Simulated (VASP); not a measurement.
# InAs (F-43m) in VASP: further runs, part 2 of 2

VASP 6.6.1.

## 3. Single point, PBEsol (volume scaled by 0.97)

INCAR reads:

```
ALGO     = Normal         # electronic algorithm
EDIFF    = 1E-6           # SCF threshold, eV
ENCUT    = 520            # plane-wave cutoff, eV
GGA      = PS             # functional
ISIF     = 2              # what is computed and relaxed
ISMEAR   = 0              # smearing method
LASPH    = True           # aspherical terms in the spheres
LCHARG   = False          # write CHGCAR
LREAL    = False          # projectors in reciprocal space
LWAVE    = False          # write WAVECAR
NBANDS   = 16             # bands
NELM     = 60             # most SCF steps
PREC     = Accurate       # precision mode
SIGMA    = 0.1            # smearing width, eV
```

KPOINTS reads:

```
k-points
0
Gamma
  12 12 12
```

POSCAR reads:

```
InAs
1.0
    0.0000000000      3.0131413404      3.0131413404
    3.0131413404      0.0000000000      3.0131413404
    3.0131413404      3.0131413404      0.0000000000
In As
1 1
Direct
    0.0000000000      0.0000000000      0.0000000000
    0.2500000000      0.2500000000      0.2500000000
```

Potentials or basis: VASP PAW PBE potentials, release 64 (In_d, As).

Command:

```
cat potpaw_PBE.64/In_d/POTCAR potpaw_PBE.64/As/POTCAR > POTCAR
mpirun -np 1 vasp_std > vasp.out
```

OUTCAR:

```text
EDIFF = 1E-6
   ENCUT = 520
   GGA = PS
   ISIF = 2
   ISMEAR = 0
   LASPH = True
   LREAL = False
   NELM = 60
   PREC = Accurate

 ion  position               nearest neighbor table
   1  0.000  0.000  0.000-   2 2.61   2 2.61   2 2.61   2 2.61
   2  0.250  0.250  0.250-   1 2.61   1 2.61   1 2.61   1 2.61

  LATTYP: Found a face centered cubic cell.
 ALAT       =     6.0262826808

  Lattice vectors:

 A1 = (   0.0000000000,   3.0131413404,   3.0131413404)
 A2 = (   3.0131413404,   0.0000000000,   3.0131413404)
 A3 = (   3.0131413404,   3.0131413404,   0.0000000000)

Analysis of symmetry for initial positions (statically):
=====================================================================
 Subroutine PRICEL returns:
 Original cell was already a primitive cell.

 Routine SETGRP: Setting up the symmetry group for a
 face centered cubic supercell.

 Subroutine GETGRP returns: Found 24 space group operations
 (whereof 24 operations were pure point group operations)
 out of a pool of 48 trial point group operations.

The static configuration has the point symmetry T_d .

[... 157 lines left out ...]

  energy without entropy =       -8.48006185  energy(sigma->0) =       -8.48013663

 E-fermi :   4.5351     XC(G=0):  -9.3296

 val. band max:        4.4772844171   @ k =   0.0000   0.0000   0.0000
 cond. band min:       5.2800395405   @ k =   0.0833   0.0000   0.0000
 fundamental gap:      0.8027551233
 Fermi energy:         4.5351415525

 k-point     1 :       0.0000    0.0000    0.0000
  band No.  band energies     occupation
      1      -9.8769      2.00000
      2      -9.8769      2.00000
      3      -9.8769      2.00000
      4      -9.7445      2.00000
      5      -9.7445      2.00000
      6      -7.4808      2.00000
[... 433 lines left out ...]
      3      -9.8308      2.00000
      4      -9.7440      2.00000
      5      -9.7381      2.00000
      6      -5.8083      2.00000
[... 8 lines left out ...]
     15      14.1443      0.00000
     16      14.5350      0.00000

 [... further k-points ...]

------------------------ aborting loop because EDIFF is reached ----------------------------------------

  FORCE on cell =-STRESS in cart. coord.  units (eV):
  Direction    XX          YY          ZZ          XY          YZ          ZX
  --------------------------------------------------------------------------------------
  -------------------------------------------------------------------------------------
  Total        0.6471062      0.6471062      0.6471062      0.0000000     -0.0000000     -0.0000000
  in kB       18.9494961     18.9494961     18.9494961      0.0000000     -0.0000000     -0.0000000
  external PRESSURE =      18.9494961 kB  Pullay stress =       0.0000000 kB

 VOLUME and BASIS-vectors are now :
 -----------------------------------------------------------------------------
  energy-cutoff  :      520.00
  volume of cell :       54.71
      direct lattice vectors                 reciprocal lattice vectors
     0.000000000  3.013141340  3.013141340    -0.165939776  0.165939776  0.165939776
     3.013141340  0.000000000  3.013141340     0.165939776 -0.165939776  0.165939776
     3.013141340  3.013141340  0.000000000     0.165939776  0.165939776 -0.165939776

 POSITION                                       TOTAL-FORCE (eV/Angst)
 -----------------------------------------------------------------------------------
      0.00000      0.00000      0.00000        -0.000000     -0.000000     -0.000000
      1.50657      1.50657      1.50657         0.000000      0.000000      0.000000
 -----------------------------------------------------------------------------------
    total drift:                               -0.000000     -0.000000     -0.000000

  FREE ENERGIE OF THE ION-ELECTRON SYSTEM (eV)
  ---------------------------------------------------
  free  energy   TOTEN  =        -8.4802113988 eV

  energy  without entropy=       -8.4800618545  energy(sigma->0) =       -8.48013663
```

Wall time 74 s (1 thread of AMD EPYC 7R43 (Zen 3), shared host); peak memory 0.17 GiB.

What came out:

* Free energy: -8.4802 eV
* Pressure: 1.9 GPa
* Band gap on the k mesh: zero (filled and empty bands touch)

Levels at points of the mesh, in eV from the Fermi level:
```
           k point  band 5  band 6  band 7  band 8  band 9  band 10  band 11  band 12  band 13  band 14
(0.00, 0.00, 0.00)  -14.28  -12.02   -0.29   -0.06   -0.06    -0.06     3.80     3.80     3.80     7.30
(0.50, 0.00, 0.00)  -14.27  -10.50   -5.93   -1.07   -1.07     0.84     4.57     4.57     6.67     8.90
(0.50, 0.50, 0.00)  -14.26   -9.94   -5.99   -2.44   -2.44     1.36     1.92     9.09     9.23     9.23
```

Caveat: the PAW data sets were made with another functional, which shifts forces and pressure a little; spin-orbit coupling is left out, which moves the levels of the heavy elements.

## 4. Single point, PBEsol (volume scaled by 1.03)

INCAR reads:

```
PREC     = Accurate       # precision mode
ENCUT    = 520            # plane-wave cutoff, eV
EDIFF    = 1E-6           # SCF threshold, eV
ISMEAR   = 0              # smearing method
SIGMA    = 0.1            # smearing width, eV
LREAL    = F              # projectors in reciprocal space
LASPH    = T              # aspherical terms in the spheres
NELM     = 60             # most SCF steps
ALGO     = Normal         # electronic algorithm
ISIF     = 2              # what is computed and relaxed
LWAVE    = F              # write WAVECAR
LCHARG   = T              # write CHGCAR
GGA      = PS             # functional
LELF     = T              # ELF
LVHAR    = T            
NBANDS   = 16             # bands
```

KPOINTS reads:

```
Automatic mesh
0
Gamma
  12 12 12
```

POSCAR reads:

```
InAs
1.0
    0.0000000000      3.0740292872      3.0740292872
    3.0740292872      0.0000000000      3.0740292872
    3.0740292872      3.0740292872      0.0000000000
In As
1 1
Direct
    0.0000000000      0.0000000000      0.0000000000
    0.2500000000      0.2500000000      0.2500000000
```

Command:

```
cat potpaw_PBE.64/In_d/POTCAR potpaw_PBE.64/As/POTCAR > POTCAR
mpirun -np 1 vasp_std > vasp.out
```

Wall time 77 s (1 thread of AMD EPYC 7R43 (Zen 3), shared host); peak memory 0.18 GiB.

The run converged. Its results:

```yaml
Free_energy: -8.4834 eV
Pressure: -1.5 GPa
Band_gap_on_the_k_mesh: zero (filled and empty bands touch)
```

Levels at points of the mesh, in eV from the Fermi level:
```
           k point  band 5  band 6  band 7  band 8  band 9  band 10  band 11  band 12  band 13  band 14
(0.00, 0.00, 0.00)  -14.19  -11.64   -0.59   -0.06   -0.06    -0.06     3.77     3.77     3.77     7.09
(0.50, 0.00, 0.00)  -14.18  -10.31   -5.63   -0.99   -0.99     0.71     4.53     4.53     6.59     8.59
(0.50, 0.50, 0.00)  -14.17   -9.81   -5.74   -2.24   -2.24     1.46     1.91     8.70     8.81     8.81
```

Caveat: the PAW data sets were made with another functional, which shifts forces and pressure a little; spin-orbit coupling is left out, which moves the levels of the heavy elements.

## 5. The runs side by side

| cell | gap on the mesh (eV) | pressure (GPa) |
| --- | --- | --- |
| a = 4.217 Å, angles 60.0°, 2 atoms | none | 4.1 |
| a = 4.261 Å, angles 60.0°, 2 atoms | none | 1.9 |
| a = 4.347 Å, angles 60.0°, 2 atoms | none | -1.5 |

Alike in all rows: task single point; level PBEsol; potentials or basis VASP PAW PBE potentials, release 64 (In_d, As); no spin polarisation; k mesh 12 × 12 × 12; cutoff (eV) 520; smearing gaussian 0.1 eV.

Caveats: the PAW data sets were made with another functional, which shifts forces and pressure a little; spin-orbit coupling is left out, which moves the levels of the heavy elements.

Total energies depend on the potentials used, so only differences within one code and one set of settings carry meaning.
